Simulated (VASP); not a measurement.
# WF2 (P4_2/mnm) in VASP: notebook

Runs on WF2. Level: PBE. Tasks: single point.

Program: VASP 6.6.1. These are calculated values, not measurements. Logs are shortened: lines on timing, memory, paths and dates and some standing lists are left out, and cuts for length are marked.

**1. The cell of the first run**

The structure is tetragonal, space group P4_2/mnm (No. 136). Conventional cell: a = 5.879 Å, b = 5.879 Å, c = 2.477 Å, α = 90.00°, β = 90.00°, γ = 90.00°. Within 2.7 Å of W (site symmetry mmm) lie 6 F at 2.05 to 2.45 Å and 2 W at 2.48 Å. Within 2.7 Å of F (site symmetry m2m) lie 3 W at 2.05 to 2.45 Å and 2 F at 2.48 Å.

**2. Single point, PBE, collinear spin**

INCAR reads:

```
  PREC = Accurate
  ENCUT = 520
  EDIFF = 1E-7
  ISMEAR = 0
  SIGMA = 0.1
  LREAL = F
  LASPH = T
  NELM = 150
  ALGO = Normal
  ISIF = 2
  LWAVE = F
  LCHARG = F
  ISPIN = 2
  MAGMOM = 0.76 0.76 0.06 0.06 0.06 0.06
  LORBIT = 11
  NUPDOWN = 3.0
  LMAXMIX = 4
  GGA = PE
  NBANDS = 41
```

KPOINTS reads:

```
Automatic mesh
0
Gamma
  6 6 14
```

POSCAR reads:

```
WF2
1.0
    5.8785241806      0.0000000000      0.0000000000
    0.0000000000      5.8785241806      0.0000000000
    0.0000000000      0.0000000000      2.4769626336
W F
2 4
Direct
    0.0000000000      0.0000000000      0.0000000000
    0.5000000000      0.5000000000      0.5000000000
    0.2463486688      0.2463486688      0.0000000000
    0.7536513312      0.7536513312      0.0000000000
    0.7463486688      0.2536513312      0.5000000000
    0.2536513312      0.7463486688      0.5000000000
```

Potentials or basis: VASP PAW PBE potentials, release 64 (W_sv, F).

Run with:

```bash
> cat potpaw_PBE.64/W_sv/POTCAR potpaw_PBE.64/F/POTCAR > POTCAR
> mpirun -np 1 vasp_std > vasp.out
```

OUTCAR:

```text
PREC = Accurate
   ENCUT = 520
   EDIFF = 1E-7
   ISMEAR = 0
   LREAL = F
   LASPH = T
   NELM = 150
   ISIF = 2
   ISPIN = 2
   LORBIT = 11
   NUPDOWN = 3.0
   GGA = PE

 ion  position               nearest neighbor table
   1  0.000  0.000  0.000-   3 2.05   4 2.05   5 2.45   6 2.45   5 2.45   6 2.45
   2  0.500  0.500  0.500-   5 2.05   6 2.05   3 2.45   4 2.45   3 2.45   4 2.45
   3  0.246  0.246  0.000-   1 2.05   2 2.45   2 2.45
   4  0.754  0.754  0.000-   1 2.05   2 2.45   2 2.45
   5  0.746  0.254  0.500-   2 2.05   1 2.45   1 2.45
   6  0.254  0.746  0.500-   2 2.05   1 2.45   1 2.45

  LATTYP: Found a simple tetragonal cell.
 ALAT       =     5.8785241806
 C/A-ratio  =     0.4213579051

  Lattice vectors:

 A1 = (   5.8785241806,   0.0000000000,   0.0000000000)
 A2 = (   0.0000000000,   5.8785241806,   0.0000000000)
 A3 = (   0.0000000000,   0.0000000000,   2.4769626336)

Analysis of symmetry for initial positions (statically):
=====================================================================
 Subroutine PRICEL returns:
 Original cell was already a primitive cell.

 Routine SETGRP: Setting up the symmetry group for a
 simple tetragonal supercell.

 Subroutine GETGRP returns: Found 16 space group operations
 (whereof  8 operations were pure point group operations)
 out of a pool of 16 trial point group operations.

The static configuration has the point symmetry D_2h.
 The point group associated with its full space group is D_4h.

Analysis of symmetry for dynamics (positions and initial velocities):
=====================================================================
 Subroutine PRICEL returns:
 Original cell was already a primitive cell.

 Routine SETGRP: Setting up the symmetry group for a
 simple tetragonal supercell.

 Subroutine GETGRP returns: Found 16 space group operations
 (whereof  8 operations were pure point group operations)
 out of a pool of 16 trial point group operations.

The dynamic configuration has the point symmetry D_2h.
 The point group associated with its full space group is D_4h.

Analysis of structural, dynamic, and magnetic symmetry:
=====================================================================
 Subroutine PRICEL returns:
 Original cell was already a primitive cell.

 Routine SETGRP: Setting up the symmetry group for a
 simple tetragonal supercell.

 Subroutine GETGRP returns: Found 16 space group operations
 (whereof  8 operations were pure point group operations)
 out of a pool of 16 trial point group operations.
[... 144 lines left out ...]
  volume of cell :       85.60
 maximum number of plane-waves:      2336
 NGX is ok and might be reduce to    48
   NGX = 21   NGY = 21   NGZ =  9

 number of electron      56.0000055 magnetization       2.9999911

 Free energy of the ion-electron system (eV)
  ---------------------------------------------------
  ext. energy  EPLUGINS =         0.00000000
  ---------------------------------------------------
  free energy    TOTEN  =       -38.30937884 eV

  energy without entropy =      -38.28855554  energy(sigma->0) =      -38.29896719

 E-fermi :   4.6238     XC(G=0): -10.1919

 val. band max:        5.2205710404   @ k =   0.1667   0.0000   0.4286
 cond. band min:       4.7472091827   @ k =   0.5000   0.3333   0.3571
 fundamental gap:     -0.4733618578
 Fermi energy:         5.2222944552

 spin component 1

 k-point     1 :       0.0000    0.0000    0.0000
  band No.  band energies     occupation
      1     -70.1058      1.00000
      2     -70.1055      1.00000
      3     -34.7288      1.00000
      4     -34.7287      1.00000
      5     -34.6279      1.00000
      6     -34.6278      1.00000
[... 1021 lines left out ...]
     39      13.5314      0.00000
     40      13.5314      0.00000

 [... further k-points ...]

 spin component 2

 k-point     1 :       0.0000    0.0000    0.0000
  band No.  band energies     occupation
      1     -69.5434      1.00000
      2     -69.5431      1.00000
      3     -33.8260      1.00000
      4     -33.8260      1.00000
      5     -33.7745      1.00000
      6     -33.7745      1.00000
[... 1021 lines left out ...]
     39      14.1439      0.00000
     40      14.1439      0.00000

 [... further k-points ...]

 [bands above 40 left out]

------------------------ aborting loop because EDIFF is reached ----------------------------------------

  FORCE on cell =-STRESS in cart. coord.  units (eV):
  Direction    XX          YY          ZZ          XY          YZ          ZX
  --------------------------------------------------------------------------------------
  -------------------------------------------------------------------------------------
  Total        0.3292694      0.3292694      6.8687441     -0.0000000      0.0000000      0.0000000
  in kB        6.1631940      6.1631940    128.5676919     -0.0000000      0.0000000      0.0000000
  external PRESSURE =      46.9646933 kB  Pullay stress =       0.0000000 kB

 VOLUME and BASIS-vectors are now :
 -----------------------------------------------------------------------------
  energy-cutoff  :      520.00
  volume of cell :       85.60
      direct lattice vectors                 reciprocal lattice vectors
     5.878524181  0.000000000  0.000000000     0.170110723  0.000000000  0.000000000
     0.000000000  5.878524181  0.000000000     0.000000000  0.170110723  0.000000000
     0.000000000  0.000000000  2.476962634     0.000000000  0.000000000  0.403720261

 POSITION                                       TOTAL-FORCE (eV/Angst)
 -----------------------------------------------------------------------------------
      0.00000      0.00000      0.00000        -0.000000      0.000000      0.000000
      2.93926      2.93926      1.23848        -0.000000      0.000000      0.000000
      1.44817      1.44817      0.00000         0.440707      0.440707      0.000000
      4.43036      4.43036      0.00000        -0.440707     -0.440707     -0.000000
      4.38743      1.49110      1.23848         0.440707     -0.440707     -0.000000
      1.49110      4.38743      1.23848        -0.440707      0.440707      0.000000
 -----------------------------------------------------------------------------------
    total drift:                                0.000000     -0.000000     -0.000000

  FREE ENERGIE OF THE ION-ELECTRON SYSTEM (eV)
  ---------------------------------------------------
  free  energy   TOTEN  =       -38.3093788360 eV

  energy  without entropy=      -38.2885555411  energy(sigma->0) =      -38.29896719

 total charge

# of ion       s       p       d       tot
------------------------------------------
    1        2.282   6.157   3.496  11.935
    2        2.282   6.157   3.496  11.935
    3        1.741   4.337   0.000   6.078
    4        1.741   4.337   0.000   6.078
    5        1.741   4.337   0.000   6.078
    6        1.741   4.337   0.000   6.078
--------------------------------------------------
tot         11.529  29.660   6.992  48.180

 magnetization (x)

# of ion       s       p       d       tot
------------------------------------------
    1        0.016   0.023   1.139   1.179
    2        0.016   0.023   1.139   1.179
    3        0.004   0.040   0.000   0.044
    4        0.004   0.040   0.000   0.044
    5        0.004   0.040   0.000   0.044
    6        0.004   0.040   0.000   0.044
--------------------------------------------------
tot          0.048   0.205   2.279   2.532
```

OSZICAR:

```text
N       E                     dE             d eps       ncg     rms          rms(c)
DAV:   1     0.616773709041E+03    0.61677E+03   -0.30868E+04 13272   0.145E+03
DAV:   2     0.483027682831E+01   -0.61194E+03   -0.58426E+03 14583   0.445E+02
DAV:   3    -0.408475468183E+02   -0.45678E+02   -0.44841E+02 14936   0.123E+02
DAV:   4    -0.414937180796E+02   -0.64617E+00   -0.64421E+00 14207   0.158E+01
DAV:   5    -0.415011922430E+02   -0.74742E-02   -0.74728E-02 14940   0.168E+00    0.261E+01
DAV:   6    -0.384529583155E+02    0.30482E+01   -0.10848E+01 13908   0.218E+01    0.115E+01
DAV:   7    -0.383093133017E+02    0.14365E+00   -0.73026E-01 13458   0.584E+00    0.678E+00
DAV:   8    -0.383107842222E+02   -0.14709E-02   -0.16957E-01 13850   0.241E+00    0.183E+00
DAV:   9    -0.383110330817E+02   -0.24886E-03   -0.12195E-02 14595   0.705E-01    0.526E-01
DAV:  10    -0.383083550712E+02    0.26780E-02   -0.95325E-03 13956   0.557E-01    0.342E-01
DAV:  11    -0.383094392033E+02   -0.10841E-02   -0.13667E-03 13724   0.220E-01    0.104E-01
DAV:  12    -0.383093312756E+02    0.10793E-03   -0.25917E-04 14159   0.895E-02    0.337E-02
DAV:  13    -0.383093619574E+02   -0.30682E-04   -0.44911E-05 13285   0.354E-02    0.207E-02
DAV:  14    -0.383093770805E+02   -0.15123E-04   -0.11885E-05 13332   0.203E-02    0.633E-03
DAV:  15    -0.383093786483E+02   -0.15678E-05   -0.16525E-06 13862   0.858E-03    0.458E-03
DAV:  16    -0.383093787518E+02   -0.10355E-06   -0.27686E-07 11218   0.332E-03    0.101E-03
DAV:  17    -0.383093788360E+02   -0.84186E-07   -0.46174E-08  9391   0.140E-03
   1 F= -.38309379E+02 E0= -.38298967E+02  d E =-.208233E-01  mag=     3.0000
```

stdout:

```text
POSCAR found type information on POSCAR W F
 POSCAR found :  2 types and       6 ions
 scaLAPACK will be used
 LDA part: xc-table for (Slater+PW92), standard interpolation
 POSCAR, INCAR and KPOINTS ok, starting setup
 FFT: planning ... GRIDC
 FFT: planning ... GRID_SOFT
 FFT: planning ... GRID
 WAVECAR not read
 entering main loop
```

Run time: 8 min. Hardware: 1 thread of Oxide Virtual Turin-like, shared host; peak memory 0.46 GiB.

What came out:

```yaml
Free_energy: -38.3094 eV
Pressure: 4.7 GPa
Largest_force: 0.623 eV/Å
Net_moment: 3.00 μB per cell
Site_moments: W +1.18; F +0.04 μB
Valence_electrons_inside_the_program's_atomic_spheres: W 11.94; F 6.08
```

Forces in eV/Å, atoms in the order of the input:
```
W    0.000  0.000  0.000
W    0.000  0.000  0.000
F    0.441  0.441  0.000
F   -0.441 -0.441  0.000
F    0.441 -0.441  0.000
F   -0.441  0.441  0.000
```

Caveat: the moment is held away from its start; the stress differs along the axes, from 1 to 13 GPa; spin-orbit coupling is left out, which moves the levels of the heavy elements; the total moment is fixed, so each spin has its own Fermi level and the state may be an excited one.

**3. Single point, PBE, collinear spin**

INCAR reads:

```
  PREC = Accurate
  ENCUT = 520
  EDIFF = 1E-7
  ISMEAR = 0
  SIGMA = 0.1
  LREAL = False
  LASPH = True
  NELM = 150
  ALGO = Fast
  ISIF = 2
  LWAVE = False
  LCHARG = True
  ISPIN = 2
  MAGMOM = 0.99 0.99 0.08 0.08 0.08 0.08
  LORBIT = 11
  NUPDOWN = 4.0
  LMAXMIX = 4
  GGA = PE
  LELF = True
  LVHAR = True
  NBANDS = 41
```

KPOINTS reads:

```
regular mesh
0
Gamma
  6 6 14
```

POSCAR is that of step 2.

Potentials or basis: VASP PAW PBE potentials, release 64 (W_sv, F).

Run with:

```bash
> cat potpaw_PBE.64/W_sv/POTCAR potpaw_PBE.64/F/POTCAR > POTCAR
> mpirun -np 1 vasp_std > vasp.out
```

Wall time 6 min (1 thread of Oxide Virtual Turin-like, shared host); peak memory 0.46 GiB.

It converged, with:

| Property | Result |
| --- | --- |
| Free energy | -37.9425 eV |
| Pressure | 7.5 GPa |
| Largest force | 0.744 eV/Å |
| Net moment | 4.00 μB per cell |
| Site moments | W +1.56; F +0.06 μB |
| Valence electrons inside the program's atomic spheres | W 11.94; F 6.08 |

Forces on the atoms (eV/Å):
```
W    0.000  0.000  0.000
W    0.000  0.000  0.000
F    0.526  0.526  0.000
F   -0.526 -0.526  0.000
F    0.526 -0.526  0.000
F   -0.526  0.526  0.000
```

Stress tensor (GPa, compression positive):
```
 0.58  0.00  0.00
 0.00  0.58  0.00
 0.00  0.00 21.21
```

Caveat: the moment is held away from its start; the stress differs along the axes, from 1 to 21 GPa; spin-orbit coupling is left out, which moves the levels of the heavy elements; the total moment is fixed, so each spin has its own Fermi level and the state may be an excited one.

**4. Single point, PBE**

INCAR reads:

```
SYSTEM = WF2
PREC = Accurate ; ENCUT = 520
EDIFF = 1E-7 ; ISMEAR = 0
SIGMA = 0.1 ; LREAL = .FALSE.
LASPH = .TRUE. ; NELM = 80
ALGO = Fast ; ISIF = 2
LWAVE = .FALSE. ; LCHARG = .FALSE.
GGA = PE ; NBANDS = 37
```

KPOINTS reads:

```
Automatic mesh
0
G
  6 6 14
  0 0 0
```

POSCAR is that of step 3.

Run with:

```bash
> cat potpaw_PBE.64/W_sv/POTCAR potpaw_PBE.64/F/POTCAR > POTCAR
> mpirun -np 1 vasp_std > vasp.out
```

Wall time 7.7 min (1 thread of Oxide Virtual Turin-like, shared host); peak memory 0.29 GiB.

Results (log left out):

```
Free energy            : -38.4389 eV
Pressure               : 0.7 GPa
Largest force          : 0.115 eV/Å
Band gap on the k mesh : zero (bands 28 and 29 overlap by 0.59 eV)
```

Forces on the atoms (eV/Å):
```
W    0.000  0.000  0.000
W    0.000  0.000  0.000
F    0.081  0.081  0.000
F   -0.081 -0.081  0.000
F    0.081 -0.081  0.000
F   -0.081  0.081  0.000
```

Levels at points of the mesh, in eV from the Fermi level:
| k point | band 25 | band 26 | band 27 | band 28 | band 29 | band 30 | band 31 | band 32 |
| --- | --- | --- | --- | --- | --- | --- | --- | --- |
| (0.00, 0.00, 0.00) | -5.14 | -5.08 | -1.34 | -0.24 | 0.18 | 0.46 | 2.87 | 2.87 |
| (0.50, 0.00, 0.00) | -4.97 | -4.97 | -0.42 | -0.42 | 0.80 | 0.80 | 2.94 | 2.94 |
| (0.50, 0.50, 0.00) | -5.13 | -5.13 | -0.33 | -0.33 | 0.25 | 0.25 | 2.88 | 2.88 |
| (0.00, 0.00, 0.50) | -2.29 | -2.29 | -1.36 | -1.36 | 0.50 | 0.50 | 1.23 | 1.23 |
| (0.50, 0.00, 0.50) | -2.60 | -2.60 | -1.87 | -1.87 | 0.51 | 0.51 | 1.60 | 1.60 |
| (0.50, 0.50, 0.50) | -2.37 | -2.37 | -1.39 | -1.39 | 0.44 | 0.44 | 1.31 | 1.31 |

Caveat: spin-orbit coupling is left out, which moves the levels of the heavy elements.

**5. Overview**

| spin | fixed moment (μB) | pressure (GPa) | moment (μB) | largest force (eV/Å) |
| --- | --- | --- | --- | --- |
| collinear | 3.0 | 4.7 | 3.00 | 0.62 |
| collinear | 4.0 | 7.5 | 4.00 | 0.74 |
| off | - | 0.7 | - | 0.11 |

Alike in all rows: task single point; level PBE; potentials or basis VASP PAW PBE potentials, release 64 (W_sv, F); cell a = 5.879, b = 5.879, c = 2.477 Å, 6 atoms; k mesh 6 × 6 × 14; cutoff (eV) 520; smearing gaussian 0.1 eV.

Caveats: spin-orbit coupling is left out, which moves the levels of the heavy elements; the moment is held away from its start (at least some runs); the total moment is fixed, so each spin has its own Fermi level and the state may be an excited one (at least some runs); the stress differs along the axes, from 1 to 13 GPa (at least some runs); the stress differs along the axes, from 1 to 21 GPa (at least some runs).

Total energies depend on the potentials used, so only differences within one code and one set of settings carry meaning.
